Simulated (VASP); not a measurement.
Set up this calculation in VASP 6.6.1, as the native input.

* Task: relaxation of cell and atoms
* Functional: PBE
* Potentials or basis: VASP PAW PBE potentials, release 64 (Sb, S)
* Cutoff: 600 eV
* k mesh: 6 × 6 × 6
* Occupations: gaussian, width 0.1 eV
* Spin: no spin polarisation
* Dipole correction: no
* Further INCAR settings: ALGO = Normal; EDIFF = 1e-07; IBRION = 2; EDIFFG = -0.04; NSW = 90; ISIF = 3

The structure of SbS lies in POSCAR:

```
SbS
1.0
    3.7293296600      0.0000000000      0.0000000000
    0.0000000000      3.7293296600      0.0000000000
    0.0000000000      0.0000000000      3.7293296600
Sb S
1 1
Direct
    0.0000000000      0.0000000000      0.0000000000
    0.5000000000      0.5000000000      0.5000000000
```

These files were run (other wordings do the same):

INCAR

```
ALGO = Normal
EDIFF = 1E-7
EDIFFG = -0.04
ENCUT = 600
GGA = PE
IBRION = 2
ISIF = 3
ISMEAR = 0
LASPH = True
LCHARG = False
LREAL = False
LWAVE = False
NELM = 60
NSW = 90
PREC = Accurate
SIGMA = 0.1
```

KPOINTS

```
k-points
0
Gamma
  6 6 6
```

Potentials or basis: VASP PAW PBE potentials, release 64 (Sb, S).

Launch:

```sh
$ cat potpaw_PBE.64/Sb/POTCAR potpaw_PBE.64/S/POTCAR > POTCAR
$ mpirun -np 1 vasp_std > vasp.out
```

Results of the run:

| Item | Value |
| --- | --- |
| Relaxed volume | 21.00 Å³/atom |
| Relaxed cell | a = 3.476 Å, b = 3.476 Å, c = 3.476 Å, α = 90.00°, β = 90.00°, γ = 90.00° |
| Space group after relaxing (to 0.05 Å) | Pm-3m (No. 221) |
| Energy gained by relaxing | 183.5 meV/atom |
| Ionic steps | 3 |
| Pressure after relaxing | 0.0 GPa |

Caveat: the volume moved by over 15 % at a fixed basis, so the end points are rough.

Wall time 19 s on 1 thread of Intel(R) Xeon(R) Platinum 8488C (Sapphire Rapids), with other jobs on the host, peak memory 0.18 GiB.
